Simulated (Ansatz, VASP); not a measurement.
**Gd in VASP and in Ansatz**

```
Gd
1.0
    -1.99067    1.99067    1.99067
     1.99067   -1.99067    1.99067
     1.99067    1.99067   -1.99067
Gd
1
Direct
  0.00000 0.00000 0.00000
```

Change from the starting cell: volume scaled by 0.95.

Alike in both runs: task single point; functional PBE; k mesh 14 × 14 × 14; occupations fermi-dirac, width 0.08 eV; collinear spin.

|  | VASP | Ansatz |
| --- | --- | --- |
| version | VASP 6.6.1 | Ansatz 0.2.0 |
| potentials or method | VASP PAW PBE potentials, release 64 (Gd), cutoff 520 eV | all-electron LAPW, scalar-relativistic |

|  | VASP | Ansatz | Ansatz less VASP |
| --- | --- | --- | --- |
| pressure (GPa) | 1.9 | 1.9 | +0.01 |
| net moment per atom (μB) | 7.61 | 7.60 | -0.008 |
| size of the moment on the site where the two differ most (μB) | 7.00 | 7.43 | +0.428 |

Site moments also hang on the region over which each program counts them. Ansatz ran all-electron here, and VASP with PAW potentials.

Spin-orbit coupling is off throughout.
